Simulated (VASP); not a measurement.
Al5P, 6 atoms in the cell. The structure is cubic, space group F-43m (No. 216). The conventional cell has a = 7.442 Å, b = 7.442 Å, c = 7.442 Å, α = 90.00°, β = 90.00°, γ = 90.00°. Al (site symmetry -43m) has 12 Al at 3.08 Å and 4 P at 3.22 Å within 4.1 Å. Al (site symmetry 3m) has 9 Al at 2.62 to 3.08 Å and 3 P at 3.09 Å within 3.5 Å. P (site symmetry -43m) has 16 Al at 3.09 to 3.22 Å within 4.1 Å. 

```yaml
Program: VASP 6.6.1
Task: single point
Functional: PBE
Potentials_or_basis: VASP PAW PBE potentials, release 64 (Al, P)
Cutoff: 520 eV
k_mesh: 10 × 10 × 10
Occupations: gaussian, width 0.1 eV
Spin: no spin polarisation
Dipole_correction: no
Further_INCAR_settings: ALGO = Normal; EDIFF = 1e-06; NBANDS = 19
```

Potentials or basis: VASP PAW PBE potentials, release 64 (Al, P).

The run is started by

```bash
$ cat potpaw_PBE.64/Al/POTCAR potpaw_PBE.64/P/POTCAR > POTCAR
$ mpirun -np 1 vasp_std > vasp.out
```

Hardware: 1 thread of Intel(R) Xeon(R) Platinum 8259CL CPU @ 2.50GHz (Skylake/Cascade Lake), on a shared host.

Problem. How long does it take, and how much memory?

Solution. Run time: 66 s on 1 thread of Intel(R) Xeon(R) Platinum 8259CL CPU @ 2.50GHz (Skylake/Cascade Lake), with other jobs on the host, peak memory 0.26 GiB. Counts: scf iterations 12, k points 47.
